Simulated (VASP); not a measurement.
# In (P6_3/mmc) in VASP: a series of runs

The runs below take In through single point, relaxation of cell and atoms, with HSE06, PBE0.

All numbers are computed with VASP 6.6.1; they aren't measurements. Logs are shortened: lines on timing, memory, paths and dates and some standing lists are left out, and cuts for length are marked.

### Step 1. The cell of the first run

Symmetry: P6_3/mmc, No. 194, hexagonal system. The conventional cell has a = 3.335 Å, b = 3.335 Å, c = 5.509 Å, α = 90.00°, β = 90.00°, γ = 120.00°. Within 4.4 Å of In (site symmetry -6m2) lie 12 In at 3.34 to 3.36 Å.

This isn't the form of In at room conditions, which is tetragonal.

### Step 2. Single point, HSE06, non-collinear spin, zero start, spin-orbit coupling

Contents of POSCAR:

```
In
1.0
    3.3354847820      0.0000000000      0.0000000000
   -1.6677423910      2.8886145552      0.0000000000
    0.0000000000      0.0000000000      5.5091429200
In
2
Direct
    0.6666666667      0.3333333333      0.7500000000
    0.3333333333      0.6666666667      0.2500000000
```

Contents of INCAR.step1:

```
ALGO     = Normal         # electronic algorithm
EDIFF    = 1E-5           # SCF threshold, eV
ENCUT    = 520            # plane-wave cutoff, eV
GGA      = PE             # functional
GGA_COMPAT= False        
ISIF     = 2              # what is computed and relaxed
ISMEAR   = -1             # smearing method
LASPH    = True           # aspherical terms in the spheres
LCHARG   = False          # write CHGCAR
LORBIT   = 11             # projections on sites
LORBMOM  = True         
LREAL    = False          # projectors in reciprocal space
LSORBIT  = True           # spin-orbit coupling
LWAVE    = True           # write WAVECAR
MAGMOM   = 0 0 0 0 0 0    # initial moments
NBANDS   = 38             # bands
NELM     = 150            # most SCF steps
PREC     = Accurate       # precision mode
SIGMA    = 0.05           # smearing width, eV
```

Contents of INCAR.step2:

```
ALGO     = Normal         # electronic algorithm
EDIFF    = 1E-7           # SCF threshold, eV
ENCUT    = 520            # plane-wave cutoff, eV
GGA      = PE             # functional
GGA_COMPAT= False        
HFSCREEN = 0.2079         # screening, 1/A
ISIF     = 2              # what is computed and relaxed
ISMEAR   = -1             # smearing method
ISTART   = 1            
LASPH    = True           # aspherical terms in the spheres
LCHARG   = False          # write CHGCAR
LHFCALC  = True           # exact exchange
LORBIT   = 11             # projections on sites
LORBMOM  = True         
LREAL    = False          # projectors in reciprocal space
LSORBIT  = True           # spin-orbit coupling
LWAVE    = False          # write WAVECAR
MAGMOM   = 0 0 0 0 0 0    # initial moments
NBANDS   = 38             # bands
NELM     = 150            # most SCF steps
PREC     = Accurate       # precision mode
PRECFOCK = Normal       
SIGMA    = 0.05           # smearing width, eV
```

Contents of KPOINTS:

```
k-points
0
Gamma
  4 4 2
```

Potentials or basis: VASP PAW PBE potentials, release 64 (In_d).

Started as:

```
$ cat potpaw_PBE.64/In_d/POTCAR > POTCAR
$ cp INCAR.step1 INCAR
$ mpirun -np 1 vasp_ncl > vasp.out
$ cp INCAR.step2 INCAR
$ mpirun -np 1 vasp_ncl > vasp.out
```

OUTCAR:

```text
EDIFF = 1E-7
   ENCUT = 520
   GGA = PE
   HFSCREEN = 0.2079
   ISIF = 2
   ISMEAR = -1
   ISTART = 1
   LASPH = True
   LHFCALC = True
   LORBIT = 11
   LREAL = False
   LSORBIT = True
   NELM = 150
   PREC = Accurate
   PRECFOCK = Normal

 ion  position               nearest neighbor table
   1  0.667  0.333  0.750-   2 3.36   2 3.36   2 3.36   2 3.36   2 3.36   2 3.36
   2  0.333  0.667  0.250-   1 3.36   1 3.36   1 3.36   1 3.36   1 3.36   1 3.36

  LATTYP: Found a hexagonal cell.
 ALAT       =     3.3354847820
 C/A-ratio  =     1.6516768266

  Lattice vectors:

 A1 = (   3.3354847820,   0.0000000000,   0.0000000000)
 A2 = (  -1.6677423910,   2.8886145552,   0.0000000000)
 A3 = (   0.0000000000,   0.0000000000,   5.5091429200)

Analysis of symmetry for initial positions (statically):
=====================================================================
 Subroutine PRICEL returns:
 Original cell was already a primitive cell.

 Routine SETGRP: Setting up the symmetry group for a
 hexagonal supercell.

 Subroutine GETGRP returns: Found 24 space group operations
 (whereof 12 operations were pure point group operations)
 out of a pool of 24 trial point group operations.

The static configuration has the point symmetry D_3d.
 The point group associated with its full space group is D_6h.

Analysis of symmetry for dynamics (positions and initial velocities):
=====================================================================
 Subroutine PRICEL returns:
 Original cell was already a primitive cell.

 Routine SETGRP: Setting up the symmetry group for a
 hexagonal supercell.

 Subroutine GETGRP returns: Found 24 space group operations
 (whereof 12 operations were pure point group operations)
 out of a pool of 24 trial point group operations.

The dynamic configuration has the point symmetry D_3d.
 The point group associated with its full space group is D_6h.

Analysis of structural, dynamic, and magnetic symmetry:
=====================================================================
 Subroutine PRICEL returns:
 Original cell was already a primitive cell.

 Routine SETGRP: Setting up the symmetry group for a
 hexagonal supercell.

 Subroutine GETGRP returns: Found 24 space group operations
 (whereof 12 operations were pure point group operations)
 out of a pool of 24 trial point group operations.

The overall configuration has the point symmetry D_3d.
 The point group associated with its full space group is D_6h.

 Subroutine INISYM returns: Found 24 space group operations
 (whereof 12 operations are pure point group operations),
 and found     1 'primitive' translations

----------------------------------------------------------------------------------------

                                     Primitive cell

  volume of cell :      53.0802

  direct lattice vectors                    reciprocal lattice vectors
     3.335484782  0.000000000  0.000000000     0.299806495  0.173093360  0.000000000
    -1.667742391  2.888614555  0.000000000     0.000000000  0.346186721  0.000000000
     0.000000000  0.000000000  5.509142920     0.000000000  0.000000000  0.181516438

  length of vectors
     3.335484782  3.335484782  5.509142920     0.346186721  0.346186721  0.181516438

  position of ions in fractional coordinates (direct lattice)
     0.666666667  0.333333333  0.750000000
     0.333333333  0.666666667  0.250000000

  ion indices of the primitive-cell ions
   primitive index   ion index
                 1           1
                 2           2

----------------------------------------------------------------------------------------

 KPOINTS: k-points

Automatic generation of k-mesh.
 Grid dimensions read from file:
 generate k-points for:    4    4    2

 Generating k-lattice:

  Cartesian coordinates                     Fractional coordinates (reciprocal lattice)
     0.074951624  0.043273340  0.000000000     0.250000000  0.000000000  0.000000000
     0.000000000  0.086546680  0.000000000     0.000000000  0.250000000  0.000000000
     0.000000000  0.000000000  0.090758219     0.000000000  0.000000000  0.500000000

  Length of vectors
     0.086546680  0.086546680  0.090758219

  Shift w.r.t. Gamma in fractional coordinates (k-lattice)
[... 70 lines left out ...]
   ENCUTFOCK=  -1.0 apply spherical cutoff to Coloumb kernel
   IVDW    =     0    specifies the selected vdW correction
   LEPSILON=     F    determine dielectric tensor
   LRPA    =     F    only Hartree local field effects (RPA)
  energy-cutoff  :      520.00
  volume of cell :       53.08
 maximum number of plane-waves:      2920
 NGX is ok and might be reduce to    28
  NGX = 20; NGY = 20; NGZ = 32

 number of electron      26.0000008 magnetization       0.0000000      0.0000000     -0.4779031

 number of electron      26.0000008 magnetization      -0.0000000     -0.0000000     -0.4804571

 number of electron      26.0000008 magnetization       0.0000000     -0.0000000     -0.4808353

 Free energy of the ion-electron system (eV)
  ---------------------------------------------------
  ext. energy  EPLUGINS =         0.00000000
  ---------------------------------------------------
  free energy    TOTEN  =        -5.50121835 eV

  energy without entropy =       -5.49366183  energy(sigma->0) =       -5.49744009

 E-fermi :   7.4268     XC(G=0):  -8.4279

 val. band max:        7.3020514739   @ k =   0.2500   0.2500   0.5000
 cond. band min:       7.6169269732   @ k =   0.5000   0.0000   0.0000
 fundamental gap:      0.3148754993
 Fermi energy:         7.4268177741

 k-point     1 :       0.0000    0.0000    0.0000
  band No.  band energies     occupation
      1      -9.8065      1.00000
      2      -9.8049      1.00000
      3      -9.7878      1.00000
      4      -9.7859      1.00000
      5      -9.7625      1.00000
      6      -9.7623      1.00000
[... 317 lines left out ...]
     37      19.1667      0.00000
     38      19.2518      0.00000

------------------------ aborting loop because EDIFF is reached ----------------------------------------

  FORCE on cell =-STRESS in cart. coord.  units (eV):
  Direction    XX          YY          ZZ          XY          YZ          ZX
  --------------------------------------------------------------------------------------
  -------------------------------------------------------------------------------------
  Total        0.7485903      0.7485903      0.5006466      0.0000000      0.0000000      0.0000000
  in kB       22.5955111     22.5955111     15.1115590      0.0000000      0.0000000      0.0000000
  external PRESSURE =      20.1008604 kB  Pullay stress =       0.0000000 kB

 VOLUME and BASIS-vectors are now :
 -----------------------------------------------------------------------------
  energy-cutoff  :      520.00
  volume of cell :       53.08
      direct lattice vectors                 reciprocal lattice vectors
     3.335484782  0.000000000  0.000000000     0.299806495  0.173093360  0.000000000
    -1.667742391  2.888614555  0.000000000     0.000000000  0.346186721  0.000000000
     0.000000000  0.000000000  5.509142920     0.000000000  0.000000000  0.181516438

 POSITION                                       TOTAL-FORCE (eV/Angst)
 -----------------------------------------------------------------------------------
      1.66774      0.96287      4.13186         0.000000     -0.000000     -0.000000
     -0.00000      1.92574      1.37729        -0.000000      0.000000      0.000000
 -----------------------------------------------------------------------------------
    total drift:                                0.000000     -0.000000      0.000002

  FREE ENERGIE OF THE ION-ELECTRON SYSTEM (eV)
  ---------------------------------------------------
  free  energy   TOTEN  =        -5.5012183472 eV

  energy  without entropy=       -5.4936618295  energy(sigma->0) =       -5.49744009

 orbital moment (x)

 # of ion     p       d       tot
 ----------------------------------------
  1        -0.000  -0.000  -0.000
  2         0.000   0.000   0.000
 ----------------------------------------
           -0.000   0.000   0.000

 orbital moment (y)

 # of ion     p       d       tot
 ----------------------------------------
  1         0.000  -0.000   0.000
  2        -0.000  -0.000  -0.000
 ----------------------------------------
            0.000  -0.000  -0.000

 orbital moment (z)

 # of ion     p       d       tot
 ----------------------------------------
  1         0.007  -0.001   0.007
  2         0.007  -0.001   0.007
 ----------------------------------------
            0.014  -0.001   0.013

 Spin-Orbit-Coupling matrix elements

 Ion:    1  E_soc:     -0.0725825
 l=   1
     0.0000000    -0.0067723    -0.0049292
    -0.0067723     0.0000000    -0.0067723
    -0.0049292    -0.0067723     0.0000000
 l=   2
     0.0000000    -0.0011815     0.0000000    -0.0011815    -0.0048736
    -0.0011815     0.0000000    -0.0034978    -0.0012222    -0.0011815
     0.0000000    -0.0034978     0.0000000    -0.0034978     0.0000000
    -0.0011815    -0.0012222    -0.0034978     0.0000000    -0.0011815
    -0.0048736    -0.0011815     0.0000000    -0.0011815     0.0000000
 l=   3
     0.0000000     0.0000000     0.0000000     0.0000000     0.0000000     0.0000000     0.0000000
     0.0000000     0.0000000     0.0000000     0.0000000     0.0000000     0.0000000     0.0000000
     0.0000000     0.0000000     0.0000000     0.0000000     0.0000000     0.0000000     0.0000000
     0.0000000     0.0000000     0.0000000     0.0000000     0.0000000     0.0000000     0.0000000
     0.0000000     0.0000000     0.0000000     0.0000000     0.0000000     0.0000000     0.0000000
     0.0000000     0.0000000     0.0000000     0.0000000     0.0000000     0.0000000     0.0000000
     0.0000000     0.0000000     0.0000000     0.0000000     0.0000000     0.0000000     0.0000000

 Ion:    2  E_soc:     -0.0725825
 l=   1
     0.0000000    -0.0067723    -0.0049292
    -0.0067723     0.0000000    -0.0067723
    -0.0049292    -0.0067723     0.0000000
 l=   2
     0.0000000    -0.0011815     0.0000000    -0.0011815    -0.0048736
    -0.0011815     0.0000000    -0.0034978    -0.0012222    -0.0011815
     0.0000000    -0.0034978     0.0000000    -0.0034978     0.0000000
    -0.0011815    -0.0012222    -0.0034978     0.0000000    -0.0011815
    -0.0048736    -0.0011815     0.0000000    -0.0011815     0.0000000
 l=   3
     0.0000000     0.0000000     0.0000000     0.0000000     0.0000000     0.0000000     0.0000000
     0.0000000     0.0000000     0.0000000     0.0000000     0.0000000     0.0000000     0.0000000
     0.0000000     0.0000000     0.0000000     0.0000000     0.0000000     0.0000000     0.0000000
     0.0000000     0.0000000     0.0000000     0.0000000     0.0000000     0.0000000     0.0000000
     0.0000000     0.0000000     0.0000000     0.0000000     0.0000000     0.0000000     0.0000000
     0.0000000     0.0000000     0.0000000     0.0000000     0.0000000     0.0000000     0.0000000
     0.0000000     0.0000000     0.0000000     0.0000000     0.0000000     0.0000000     0.0000000

 total charge

# of ion       s       p       d       tot
------------------------------------------
    1        1.056   0.484   9.860  11.400
    2        1.056   0.484   9.860  11.400
--------------------------------------------------
tot          2.113   0.968  19.720  22.800

 magnetization (x)

# of ion       s       p       d       tot
------------------------------------------
    1        0.000   0.000   0.000   0.000
    2        0.000  -0.000  -0.000   0.000
--------------------------------------------------
tot          0.000   0.000  -0.000   0.000

 magnetization (y)

# of ion       s       p       d       tot
------------------------------------------
    1        0.000  -0.000   0.000  -0.000
    2        0.000   0.000   0.000   0.000
--------------------------------------------------
tot          0.000  -0.000   0.000   0.000

 magnetization (z)

# of ion       s       p       d       tot
------------------------------------------
    1        0.000   0.000  -0.000   0.000
    2        0.000  -0.000  -0.000  -0.000
--------------------------------------------------
tot          0.000   0.000  -0.000  -0.000
```

Wall time 2.4 h (1 thread of Intel Xeon Platinum 8259CL at 2.50GHz (Skylake/Cascade Lake), shared host); peak memory 0.43 GiB.

Results:

```yaml
Free_energy: -5.5012 eV
Pressure: 2.0 GPa
Net_moment: 0.48 μB per cell
Valence_electrons_inside_the_program's_atomic_spheres: In 11.40
```

Moments on the atoms (μB; x, y, z):
```
In  0.00 0.00 0.00
In  0.00 0.00 0.00
```

Caveat: the k points lie up to 0.57 Å⁻¹ apart; a moment this small can come from the mesh or the smearing; the PAW data sets were made with another functional, which shifts forces and pressure a little.

(Continued in part 2 of 2.)
